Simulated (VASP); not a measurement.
# H4C: single point with PBE+D3(BJ)

The system is H4C.

```xyz
40
Lattice="7.8730 0.0000 0.0000 0.0000 7.8730 0.0000 0.0000 0.0000 7.8730" Properties=species:S:1:pos:R:3 pbc="T T T"
H     1.4655    8.2131    4.1328
H     2.1517    8.0528    4.1746
H     0.1747   -1.1989    8.3144
H     0.8732   -1.0834    8.3891
H     6.2512    3.3882    3.2145
H     5.9444    3.1135    3.7842
H     3.4534    2.4708    4.6320
H     4.2097    2.8793    4.8121
H     8.7448    3.2143    4.6591
H     7.4482    4.3376    4.7771
H     8.3963    3.9097    6.2915
H     6.8419    1.6906    5.1127
H     8.2843    1.7360    6.2979
H     6.7124    2.5325    6.7496
H     4.1266   -2.0697    7.6946
H     2.4570   -2.1238    7.4805
H     3.4431   -1.9314    6.0132
H     2.5888    0.5145    6.8816
H     3.3028    0.1064    8.6365
H     4.4124    0.2658    7.0198
H     6.6586    8.4046    2.4573
H     6.6608    6.8305    2.5354
H     5.5364    7.5062    1.2989
H     3.8513    7.3469    2.6243
H     4.4788    7.8113    4.2262
H     4.1600    8.7994    2.9209
H     2.0702    5.5527    1.3202
H     1.0261    4.1898    1.8765
H     2.0133    5.0630    3.0975
H     3.1077    3.2217    3.1428
H     2.7598    2.5353    1.4753
H     4.1054    3.8118    1.6832
C     7.9641    3.5372    5.2983
C     7.3589    2.2647    5.9557
C     3.3494   -1.5498    7.0865
C     3.4096   -0.0167    7.4687
C     5.9874    7.6244    2.2741
C     4.6349    7.8639    3.1283
C     1.9829    4.7153    2.0687
C     3.0868    3.4780    2.0827
```

- Program: VASP 6.6.1
- Task: single point
- Functional: PBE
- Dispersion: D3(BJ)
- Potentials or basis: VASP PAW PBE potentials, release 64 (H, C)
- Cutoff: 520 eV
- k mesh: 1 × 1 × 1
- Occupations: fermi-dirac, width 0.05 eV
- Spin: no spin polarisation

| Property | Result |
| --- | --- |
| Pressure | -1.2 GPa |
| Largest force | 3.361 eV/Å |
| Band gap on the k mesh | 6.50 eV |
| Dispersion energy per atom | -0.029 eV |

Forces on the atoms (eV/Å):
```
H   -1.735  0.411 -0.085
H    1.647 -0.401  0.121
H   -1.511 -0.156 -0.187
H    1.279  0.348  0.081
H    0.698  0.680 -1.630
H   -0.855 -0.751  1.270
H    2.345  1.165  0.873
H   -2.273 -1.276 -0.261
H    1.185 -0.198 -0.746
H   -0.803 -0.116  0.270
H    0.241  0.701 -1.573
H    0.300  0.035  1.369
H   -0.957 -0.130  0.028
H   -0.898 -0.064  0.977
H    0.144  0.205 -0.532
H    0.330  0.937 -0.579
H    0.125  1.147  0.985
H    0.874 -0.216  0.954
H    0.295  0.029 -2.349
H   -0.920  0.470  0.973
H    0.806  2.134 -0.518
H   -0.368 -1.463  0.318
H    0.803  0.200 -0.747
H   -0.683 -1.753 -0.014
H    0.857 -0.624 -0.358
H    0.604  1.735 -0.347
H    0.343 -1.032  0.872
H   -0.005  0.513  0.189
H   -0.292  0.555  0.112
H    0.451 -0.219 -0.347
H    0.379  1.639  0.818
H   -1.100 -0.443  0.689
C    0.664  0.164  3.290
C    0.529 -0.332 -3.269
C   -0.377 -1.380  0.878
C   -0.344 -1.106 -0.817
C   -2.669 -0.084  1.895
C    0.841 -0.266 -0.131
C    0.826 -1.959 -0.698
C   -0.777  0.900 -1.776
```

Stress tensor (GPa, compression positive):
```
-0.95  0.51  0.06
 0.51 -0.57 -0.94
 0.06 -0.94 -2.19
```

Levels at points of the mesh, in eV from the valence-band top:
```tsv
k point	band 29	band 30	band 31	band 32	band 33	band 34	band 35	band 36
(0.00, 0.00, 0.00)	-0.40	-0.32	-0.18	0.00	6.50	7.02	7.39	7.59
```

Run time: 37 s on 1 thread of Intel(R) Xeon(R) 6975P-C (Granite Rapids) (shared host), peak memory 0.46 GiB.

Caveat: the k points lie up to 0.80 Å⁻¹ apart.
